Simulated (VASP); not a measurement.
# FeNi (P4/mmm) in VASP: notebook

Runs on FeNi. Level: PBEsol. Tasks: single point.

All numbers are computed with VASP 6.6.1; they aren't measurements. Logs are shortened: lines on timing, memory, paths and dates and some standing lists are left out, and cuts for length are marked.

### 1 The cell of the first run

The structure is tetragonal, space group P4/mmm (No. 123). Conventional cell: a = 2.449 Å, b = 2.449 Å, c = 3.515 Å, α = 90.00°, β = 90.00°, γ = 90.00°. Fe (site symmetry 4/mmm) has 4 Fe at 2.45 Å and 8 Ni at 2.47 Å within 3.2 Å. Within 3.2 Å of Ni (site symmetry 4/mmm) lie 4 Ni at 2.45 Å and 8 Fe at 2.47 Å.

### 2 Single point, PBEsol, collinear spin, ferromagnetic start (10.55 Å³/atom)

INCAR reads:

```
ALGO = Normal
EDIFF = 1E-6
ENCUT = 600
GGA = PS
GGA_COMPAT = False
ISIF = 2
ISMEAR = 0
ISPIN = 2
LASPH = True
LCHARG = False
LMAXMIX = 4
LORBIT = 11
LREAL = False
LWAVE = False
MAGMOM = 2.78 0.75
NBANDS = 20
NELM = 200
PREC = Accurate
SIGMA = 0.2
```

KPOINTS reads:

```
k-points
0
Gamma
  16 16 12
```

POSCAR reads:

```
FeNi
1.0
    2.4494610539      0.0000000000      0.0000000000
    0.0000000000      2.4494610539      0.0000000000
    0.0000000000      0.0000000000      3.5152825384
Fe Ni
1 1
Direct
    0.0000000000      0.0000000000      0.0000000000
    0.5000000000      0.5000000000      0.5000000000
```

Potentials or basis: VASP PAW PBE potentials, release 64 (Fe, Ni).

Started as:

```console
$ cat potpaw_PBE.64/Fe/POTCAR potpaw_PBE.64/Ni/POTCAR > POTCAR
$ mpirun -np 1 vasp_std > vasp.out
```

OUTCAR:

```text
EDIFF = 1E-6
   ENCUT = 600
   GGA = PS
   ISIF = 2
   ISMEAR = 0
   ISPIN = 2
   LASPH = True
   LORBIT = 11
   LREAL = False
   NELM = 200
   PREC = Accurate

 ion  position               nearest neighbor table
   1  0.000  0.000  0.000-   2 2.47   2 2.47   2 2.47   2 2.47   2 2.47   2 2.47   2 2.47   2 2.47

   2  0.500  0.500  0.500-   1 2.47   1 2.47   1 2.47   1 2.47   1 2.47   1 2.47   1 2.47   1 2.47

  LATTYP: Found a simple tetragonal cell.
 ALAT       =     2.4494610539
 C/A-ratio  =     1.4351248953

  Lattice vectors:

 A1 = (   2.4494610539,   0.0000000000,   0.0000000000)
 A2 = (   0.0000000000,   2.4494610539,   0.0000000000)
 A3 = (   0.0000000000,   0.0000000000,   3.5152825384)

Analysis of symmetry for initial positions (statically):
=====================================================================
 Subroutine PRICEL returns:
 Original cell was already a primitive cell.

 Routine SETGRP: Setting up the symmetry group for a
 simple tetragonal supercell.

 Subroutine GETGRP returns: Found 16 space group operations
 (whereof 16 operations were pure point group operations)
 out of a pool of 16 trial point group operations.

The static configuration has the point symmetry D_4h.

Analysis of symmetry for dynamics (positions and initial velocities):
=====================================================================
 Subroutine PRICEL returns:
 Original cell was already a primitive cell.

 Routine SETGRP: Setting up the symmetry group for a
 simple tetragonal supercell.

 Subroutine GETGRP returns: Found 16 space group operations
 (whereof 16 operations were pure point group operations)
 out of a pool of 16 trial point group operations.

The dynamic configuration has the point symmetry D_4h.

Analysis of structural, dynamic, and magnetic symmetry:
=====================================================================
 Subroutine PRICEL returns:
 Original cell was already a primitive cell.

 Routine SETGRP: Setting up the symmetry group for a
 simple tetragonal supercell.

 Subroutine GETGRP returns: Found 16 space group operations
 (whereof 16 operations were pure point group operations)
 out of a pool of 16 trial point group operations.

The overall configuration has the point symmetry D_4h.

 Subroutine INISYM returns: Found 16 space group operations
 (whereof 16 operations are pure point group operations),
 and found     1 'primitive' translations

----------------------------------------------------------------------------------------

                                     Primitive cell

  volume of cell :      21.0912

  direct lattice vectors                    reciprocal lattice vectors
     2.449461054  0.000000000  0.000000000     0.408253072  0.000000000  0.000000000
     0.000000000  2.449461054  0.000000000     0.000000000  0.408253072  0.000000000
     0.000000000  0.000000000  3.515282538     0.000000000  0.000000000  0.284472155

  length of vectors
     2.449461054  2.449461054  3.515282538     0.408253072  0.408253072  0.284472155

  position of ions in fractional coordinates (direct lattice)
     0.000000000  0.000000000  0.000000000
     0.500000000  0.500000000  0.500000000

  ion indices of the primitive-cell ions
   primitive index   ion index
                 1           1
                 2           2

----------------------------------------------------------------------------------------

 KPOINTS: k-points

Automatic generation of k-mesh.
 Grid dimensions read from file:
 generate k-points for:   16   16   12

 Generating k-lattice:

  Cartesian coordinates                     Fractional coordinates (reciprocal lattice)
     0.025515817  0.000000000  0.000000000     0.062500000  0.000000000  0.000000000
     0.000000000  0.025515817  0.000000000     0.000000000  0.062500000  0.000000000
     0.000000000  0.000000000  0.023706013     0.000000000  0.000000000  0.083333333

  Length of vectors
     0.025515817  0.025515817  0.023706013

  Shift w.r.t. Gamma in fractional coordinates (k-lattice)
     0.000000000  0.000000000  0.000000000

 Subroutine IBZKPT returns following result:
 ===========================================

 Found    315 irreducible k-points:

 Following reciprocal coordinates:
            Coordinates               Weight
  0.000000  0.000000  0.000000      1.000000
  0.062500  0.000000  0.000000      4.000000
  0.125000  0.000000  0.000000      4.000000
  0.187500  0.000000  0.000000      4.000000
  0.250000  0.000000  0.000000      4.000000
  0.312500  0.000000  0.000000      4.000000
[... 16 lines left out ...]
  0.437500  0.125000  0.000000      8.000000
  0.500000  0.125000  0.000000      4.000000
 [... further k-points ...]
   k-points           NKPTS =    315   k-points in BZ     NKDIM =    315   number of bands    NBANDS=     20
   number of dos      NEDOS =    301   number of ions     NIONS =      2
   total plane-waves  NPLWV =  11200
   dimension x,y,z NGX =    20 NGY =   20 NGZ =   28
   dimension x,y,z NGXF=    40 NGYF=   40 NGZF=   56
   ions per type =               1   1
   NGX,Y,Z   is equivalent  to a cutoff of  13.57, 13.57, 13.24 a.u.
   NGXF,Y,Z  is equivalent  to a cutoff of  27.15, 27.15, 26.48 a.u.
 SYSTEM =  unknown system
   PREC   = accura    normal or accurate (medium, high low for compatibility)
   ISTART =      0    job   : 0-new  1-cont  2-samecut
   ICHARG =      2    charge: 1-file 2-atom 10-const
   ISPIN  =      2    spin polarized calculation?
   LNONCOLLINEAR =      F non collinear calculations
   LSORBIT =      F    spin-orbit coupling
   LASPH  =      T    aspherical Exc in radial PAW
   ENCUT  =  600.0 eV  44.10 Ry    6.64 a.u.   4.89  4.89  7.02*2*pi/ulx,y,z
   NELM   =    200;   NELMIN=  2; NELMDL= -5     # of ELM steps
   EDIFF  = 0.1E-05   stopping-criterion for ELM
   LREAL  =      F    real-space projection
   EDIFFG = 0.1E-04   stopping-criterion for IOM
   NSW    =      0    number of steps for IOM
   IBRION =     -1    ionic relax: 0-MD 1-quasi-New 2-CG
   NFREE  =      0    steps in history (QN), initial steepest desc. (CG)
   ISIF   =      2    stress and relaxation
   ISYM   =      2    0-nonsym 1-usesym 2-fastsym
   POTIM  = 0.5000    time-step for ionic-motion
   TEBEG  =    0.0;   TEEND  =   0.0 temperature during run
   PSTRESS=    0.0 pullay stress
[... 32 lines left out ...]
  ext. energy  EPLUGINS =         0.00000000
  ---------------------------------------------------
  free energy    TOTEN  =       -15.16760074 eV

  energy without entropy =      -15.14262299  energy(sigma->0) =      -15.15511186

 E-fermi :   8.1753     XC(G=0): -13.6584

 val. band max:        8.1743634107   @ k =   0.4375   0.4375   0.0000
 cond. band min:       8.1759880970   @ k =   0.2500   0.2500   0.0833
 fundamental gap:      0.0016246863
 Fermi energy:         8.1752856096

 spin component 1

 k-point     1 :       0.0000    0.0000    0.0000
  band No.  band energies     occupation
      1      -1.0967      1.00000
      2       2.7586      1.00000
      3       3.4869      1.00000
      4       5.4923      1.00000
      5       5.5618      1.00000
      6       5.5618      1.00000
[... 12 lines left out ...]
     19      35.8941      0.00000
     20      36.1857      0.00000

 k-point     2 :       0.0625    0.0000    0.0000
  band No.  band energies     occupation
      1      -0.9893      1.00000
      2       2.8191      1.00000
      3       3.5292      1.00000
      4       5.5246      1.00000
      5       5.5266      1.00000
      6       5.5864      1.00000
[... 12 lines left out ...]
     19      34.8636      0.00000
     20      35.2587      0.00000

 k-point     3 :       0.1250    0.0000    0.0000
  band No.  band energies     occupation
      1      -0.6716      1.00000
      2       2.9913      1.00000
      3       3.6523      1.00000
      4       5.4191      1.00000
      5       5.6151      1.00000
      6       5.6589      1.00000
[... 12 lines left out ...]
     19      34.6471      0.00000
     20      35.2755      0.00000

 k-point     4 :       0.1875    0.0000    0.0000
  band No.  band energies     occupation
      1      -0.1582      1.00000
      2       3.2498      1.00000
      3       3.8410      1.00000
      4       5.2629      1.00000
      5       5.7095      1.00000
      6       5.7760      1.00000
[... 429 lines left out ...]
 k-point    23 :       0.4375    0.1250    0.0000
  band No.  band energies     occupation
      1       3.1777      1.00000
      2       4.1176      1.00000
      3       4.4010      1.00000
      4       4.6527      1.00000
      5       4.7038      1.00000
      6       5.2149      1.00000
[... 12 lines left out ...]
     19      35.3289      0.00000
     20      36.2362      0.00000

 k-point    24 :       0.5000    0.1250    0.0000
  band No.  band energies     occupation
      1       3.7285      1.00000
      2       3.7885      1.00000
      3       4.3604      1.00000
      4       4.6010      1.00000
      5       4.9488      1.00000
      6       4.9616      1.00000
[... 12 lines left out ...]
     19      36.3877      0.00000
     20      36.7193      0.00000

 [... further k-points ...]

 spin component 2

 k-point     1 :       0.0000    0.0000    0.0000
  band No.  band energies     occupation
      1      -0.9450      1.00000
      2       3.8073      1.00000
      3       4.5616      1.00000
      4       6.7140      1.00000
      5       6.7140      1.00000
      6       7.0284      1.00000
[... 12 lines left out ...]
     19      36.1597      0.00000
     20      36.4358      0.00000

 k-point     2 :       0.0625    0.0000    0.0000
  band No.  band energies     occupation
      1      -0.8372      1.00000
      2       3.8710      1.00000
      3       4.6007      1.00000
      4       6.6621      1.00000
      5       6.7351      1.00000
      6       7.0667      1.00000
[... 12 lines left out ...]
     19      35.1297      0.00000
     20      35.5704      0.00000

 k-point     3 :       0.1250    0.0000    0.0000
  band No.  band energies     occupation
      1      -0.5180      1.00000
      2       4.0530      1.00000
      3       4.7123      1.00000
      4       6.5154      1.00000
      5       6.7962      1.00000
      6       7.1661      1.00000
[... 12 lines left out ...]
     19      34.9028      0.00000
     20      35.7305      0.00000

 k-point     4 :       0.1875    0.0000    0.0000
  band No.  band energies     occupation
      1       0.0000      1.00000
      2       4.3287      1.00000
      3       4.8774      1.00000
      4       6.2993      1.00000
      5       6.8917      1.00000
      6       7.2777      1.00000
[... 429 lines left out ...]
 k-point    23 :       0.4375    0.1250    0.0000
  band No.  band energies     occupation
      1       3.5876      1.00000
      2       4.8966      1.00000
      3       5.3472      1.00000
      4       5.6957      1.00000
      5       5.9490      1.00000
      6       6.6332      1.00000
[... 12 lines left out ...]
     19      35.5648      0.00000
     20      36.4163      0.00000

 k-point    24 :       0.5000    0.1250    0.0000
  band No.  band energies     occupation
      1       4.2175      1.00000
      2       4.4713      1.00000
      3       5.3024      1.00000
      4       5.7975      1.00000
      5       5.9073      1.00000
      6       6.5569      1.00000
[... 12 lines left out ...]
     19      36.4638      0.00000
     20      36.8363      0.00000

 [... further k-points ...]

------------------------ aborting loop because EDIFF is reached ----------------------------------------

  FORCE on cell =-STRESS in cart. coord.  units (eV):
  Direction    XX          YY          ZZ          XY          YZ          ZX
  --------------------------------------------------------------------------------------
  -------------------------------------------------------------------------------------
  Total        0.5743139      0.5743139      0.5844070      0.0000000      0.0000000     -0.0000000
  in kB       43.6273229     43.6273229     44.3940404      0.0000000      0.0000000     -0.0000000
  external PRESSURE =      43.8828954 kB  Pullay stress =       0.0000000 kB

 VOLUME and BASIS-vectors are now :
 -----------------------------------------------------------------------------
  energy-cutoff  :      600.00
  volume of cell :       21.09
      direct lattice vectors                 reciprocal lattice vectors
     2.449461054  0.000000000  0.000000000     0.408253072  0.000000000  0.000000000
     0.000000000  2.449461054  0.000000000     0.000000000  0.408253072  0.000000000
     0.000000000  0.000000000  3.515282538     0.000000000  0.000000000  0.284472155

 POSITION                                       TOTAL-FORCE (eV/Angst)
 -----------------------------------------------------------------------------------
      0.00000      0.00000      0.00000         0.000000      0.000000      0.000000
      1.22473      1.22473      1.75764         0.000000      0.000000      0.000000
 -----------------------------------------------------------------------------------
    total drift:                               -0.000000      0.000000      0.000000

  FREE ENERGIE OF THE ION-ELECTRON SYSTEM (eV)
  ---------------------------------------------------
  free  energy   TOTEN  =       -15.1676007354 eV

  energy  without entropy=      -15.1426229919  energy(sigma->0) =      -15.15511186

 total charge

# of ion       s       p       d       tot
------------------------------------------
    1        0.504   0.562   6.251   7.317
    2        0.547   0.598   8.340   9.485
--------------------------------------------------
tot          1.051   1.160  14.591  16.802

 magnetization (x)

# of ion       s       p       d       tot
------------------------------------------
    1       -0.001  -0.019   2.496   2.476
    2       -0.027  -0.061   0.695   0.608
--------------------------------------------------
tot         -0.028  -0.080   3.191   3.083
```

Wall time 4.7 min (1 thread of Oxide Virtual Turin-like, shared host); peak memory 0.31 GiB.

What came out:

* Free energy: -15.1676 eV
* Pressure: 4.4 GPa
* Net moment: 3.10 μB per cell
* Site moments: Fe +2.48; Ni +0.61 μB
* Valence electrons inside the program's atomic spheres: Fe 7.32; Ni 9.48

Stress tensor (GPa, compression positive):
```
4.36 0.00 0.00
0.00 4.36 0.00
0.00 0.00 4.44
```

Levels at points of the mesh, in eV from the Fermi level:
Spin up:
| k point | band 9 | band 10 | band 11 | band 12 | band 13 | band 14 |
| --- | --- | --- | --- | --- | --- | --- |
| (0.00, 0.00, 0.00) | -0.53 | -0.30 | -0.30 | 2.24 | 9.69 | 15.39 |
| (0.50, 0.00, 0.00) | -1.48 | -1.28 | 0.93 | 1.68 | 11.91 | 11.93 |
| (0.50, 0.50, 0.00) | -0.34 | 0.21 | 2.63 | 2.63 | 9.86 | 10.27 |
| (0.00, 0.00, 0.50) | -1.56 | -1.56 | -1.01 | -0.88 | 19.70 | 19.74 |
| (0.50, 0.00, 0.50) | -0.46 | -0.45 | -0.35 | -0.31 | 6.17 | 6.77 |
| (0.50, 0.50, 0.50) | -0.60 | 0.22 | 8.13 | 8.13 | 8.26 | 8.26 |
Spin down:
| k point | band 4 | band 5 | band 6 | band 7 | band 8 | band 9 | band 10 | band 11 | band 12 | band 13 |
| --- | --- | --- | --- | --- | --- | --- | --- | --- | --- | --- |
| (0.00, 0.00, 0.00) | -1.46 | -1.46 | -1.15 | -0.45 | 0.24 | 1.76 | 1.76 | 2.12 | 2.42 | 10.69 |
| (0.50, 0.00, 0.00) | -2.42 | -1.71 | -1.28 | -1.19 | -0.80 | 0.72 | 1.26 | 1.70 | 3.73 | 12.49 |
| (0.50, 0.50, 0.00) | -3.64 | 0.38 | 0.66 | 1.46 | 1.46 | 1.80 | 2.57 | 2.78 | 2.78 | 10.90 |
| (0.00, 0.00, 0.50) | -1.95 | -1.54 | -1.02 | -1.02 | -0.38 | 0.08 | 0.89 | 0.89 | 2.03 | 19.80 |
| (0.50, 0.00, 0.50) | -1.64 | -1.37 | -0.78 | -0.39 | -0.13 | 0.58 | 1.43 | 1.71 | 1.91 | 7.27 |
| (0.50, 0.50, 0.50) | -2.68 | -1.73 | -1.73 | -0.87 | 0.39 | 1.16 | 2.57 | 8.82 | 8.82 | 8.82 |

Caveat: the cell stands under pressure; the PAW data sets were made with another functional, which shifts forces and pressure a little.

### 3 Single point, PBEsol, collinear spin, ferromagnetic start (10.98 Å³/atom)

This run uses another cell than the first one, of 10.98 Å³/atom.

INCAR reads:

```
SYSTEM = FeNi
  PREC = Accurate
  ENCUT = 600
  EDIFF = 1E-6
  ISMEAR = 0
  SIGMA = 0.2
  LREAL = .FALSE.
  LASPH = .TRUE.
  NELM = 200
  ALGO = Normal
  ISIF = 2
  LWAVE = .FALSE.
  LCHARG = .FALSE.
  ISPIN = 2
  MAGMOM = 2.78 0.75
  LORBIT = 11
  LMAXMIX = 4
  GGA = PS
  NBANDS = 20
  GGA_COMPAT = .FALSE.
```

KPOINTS reads:

```
regular mesh
0
G
  16 16 12
  0 0 0
```

POSCAR reads:

```
FeNi
1.0
    2.4862134274      0.0000000000      0.0000000000
    0.0000000000      2.4862134274      0.0000000000
    0.0000000000      0.0000000000      3.5513918600
Fe Ni
1 1
Direct
    0.0000000000      0.0000000000      0.0000000000
    0.5000000000      0.5000000000      0.5000000000
```

Potentials or basis: VASP PAW PBE potentials, release 64 (Fe, Ni).

Started as:

```console
$ cat potpaw_PBE.64/Fe/POTCAR potpaw_PBE.64/Ni/POTCAR > POTCAR
$ mpirun -np 1 vasp_std > vasp.out
```

Run time: 5.9 min. Hardware: 1 thread of Oxide Virtual Turin-like, shared host; peak memory 0.33 GiB.

The run converged. Its results:

```
Free energy                                           : -15.1683 eV
Pressure                                              : -3.9 GPa
Net moment                                            : 3.19 μB per cell
Site moments                                          : Fe +2.57; Ni +0.61 μB
Valence electrons inside the program's atomic spheres : Fe 7.23; Ni 9.41
```

Levels at points of the mesh, in eV from the Fermi level:
Spin up:
| k point | band 7 | band 8 | band 9 | band 10 | band 11 | band 12 | band 13 | band 14 | band 15 | band 16 |
| --- | --- | --- | --- | --- | --- | --- | --- | --- | --- | --- |
| (0.00, 0.00, 0.00) | -1.56 | -1.37 | -0.61 | -0.38 | -0.38 | 2.25 | 9.35 | 14.89 | 14.89 | 19.89 |
| (0.50, 0.00, 0.00) | -1.99 | -1.78 | -1.44 | -1.37 | 0.82 | 1.47 | 11.56 | 11.57 | 12.49 | 13.38 |
| (0.50, 0.50, 0.00) | -0.64 | -0.41 | -0.41 | 0.03 | 2.51 | 2.51 | 9.40 | 9.81 | 14.10 | 14.70 |
| (0.00, 0.00, 0.50) | -1.64 | -1.64 | -1.63 | -1.63 | -1.00 | -0.99 | 19.14 | 19.14 | 19.37 | 19.55 |
| (0.50, 0.00, 0.50) | -0.75 | -0.66 | -0.54 | -0.48 | -0.40 | -0.31 | 5.83 | 6.38 | 21.43 | 21.58 |
| (0.50, 0.50, 0.50) | -1.62 | -1.59 | -0.63 | 0.03 | 7.86 | 7.86 | 7.94 | 7.94 | 9.98 | 10.23 |
Spin down:
| k point | band 5 | band 6 | band 7 | band 8 | band 9 | band 10 | band 11 | band 12 |
| --- | --- | --- | --- | --- | --- | --- | --- | --- |
| (0.00, 0.00, 0.00) | -1.38 | -1.00 | -0.44 | 0.29 | 1.72 | 1.72 | 2.07 | 2.42 |
| (0.50, 0.00, 0.00) | -1.55 | -1.21 | -1.05 | -0.76 | 0.76 | 1.25 | 1.59 | 3.59 |
| (0.50, 0.50, 0.00) | 0.36 | 0.65 | 1.43 | 1.43 | 1.76 | 2.51 | 2.65 | 2.65 |
| (0.00, 0.00, 0.50) | -1.44 | -0.97 | -0.97 | -0.37 | 0.17 | 0.90 | 0.90 | 2.00 |
| (0.50, 0.00, 0.50) | -1.29 | -0.66 | -0.36 | -0.13 | 0.56 | 1.42 | 1.67 | 1.87 |
| (0.50, 0.50, 0.50) | -1.60 | -1.60 | -0.82 | 0.36 | 1.17 | 2.51 | 8.50 | 8.50 |

Caveat: the cell stands under tension; the PAW data sets were made with another functional, which shifts forces and pressure a little.
